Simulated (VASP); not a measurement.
**KF: single point with PBE**

KF:

```
K F
1.0
     3.79868    0.00000    0.00000
    -1.89934    3.28976    0.00000
     0.00000    0.00000   19.12805
K F
6 6
Direct
  0.00000 0.00000 0.00000
  0.33333 0.66667 0.16756
  0.66667 0.33333 0.33244
  0.00000 0.00000 0.50000
  0.66667 0.33333 0.66756
  0.33333 0.66667 0.83244
  0.66667 0.33333 0.08494
  0.00000 0.00000 0.25000
  0.33333 0.66667 0.41506
  0.33333 0.66667 0.58494
  0.00000 0.00000 0.75000
  0.66667 0.33333 0.91506
```

```yaml
Program: VASP 6.6.1
Task: single point
Functional: PBE
Potentials_or_basis: VASP PAW PBE potentials, release 64 (K_sv, F)
Cutoff: 520 eV
k_mesh: 9 × 9 × 2
Occupations: gaussian, width 0.02 eV
Spin: no spin polarisation
```

- Pressure: 0.0 GPa
- Band gap on the k mesh: 5.78 eV, direct

Levels at points of the mesh, in eV from the valence-band top:
| k point | band 45 | band 46 | band 47 | band 48 | band 49 | band 50 | band 51 | band 52 |
| --- | --- | --- | --- | --- | --- | --- | --- | --- |
| (0.00, 0.00, 0.00) | -0.12 | -0.10 | -0.10 | 0.00 | 5.78 | 6.33 | 6.60 | 7.80 |
| (0.00, 0.00, 0.50) | -0.11 | -0.11 | -0.07 | -0.07 | 5.95 | 5.95 | 7.18 | 7.18 |

Wall time 5.5 min on 1 thread of Intel(R) Xeon(R) 6975P-C (Granite Rapids), on a shared host, peak memory 0.46 GiB.

A k mesh can miss the band edges. Expect the measured gap to be larger: semilocal functionals such as PBE lack the derivative discontinuity.
